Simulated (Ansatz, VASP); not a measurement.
Be3AgS4: VASP beside Ansatz

```
Be Ag S
1.0
    -3.06558    3.06558    3.06558
     3.06558   -3.06558    3.06558
     3.06558    3.06558   -3.06558
Be Ag S
3 1 4
Direct
  0.00000 0.50000 0.50000
  0.50000 0.00000 0.50000
  0.50000 0.50000 0.00000
  0.00000 0.00000 0.00000
  0.50000 0.50000 0.50000
  0.00000 0.00000 0.50000
  0.00000 0.50000 0.00000
  0.50000 0.00000 0.00000
```

Alike in both runs: functional PBE; k mesh 4 × 4 × 4; occupations gaussian, width 0.1 eV; no spin polarisation.

Ansatz relaxed the structure, and its values are those at the end. VASP's run is a single point on that final structure, the one shown.

|  | VASP | Ansatz |
| --- | --- | --- |
| version | VASP 6.6.1 | Ansatz 0.2.0 |
| potentials or method | VASP PAW PBE potentials, release 64 (Be, Ag, S), cutoff 520 eV | scalar-relativistic, plane waves, PAW |
| valence electrons in the cell | 41 | 49 |

|  | VASP | Ansatz | Ansatz less VASP |
| --- | --- | --- | --- |
| gap on the k mesh at the Fermi level (eV) | none | none | - |
| pressure (GPa) | -0.4 | -0.3 | +0.12 |

A gap of «none» marks a metal or a gap that the smearing closes. VASP's potentials hold 41 valence electrons a cell and Ansatz's 49, so a difference there can come from the potentials and not from the codes.

The k mesh is coarse, so the values compare programs but aren't converged.
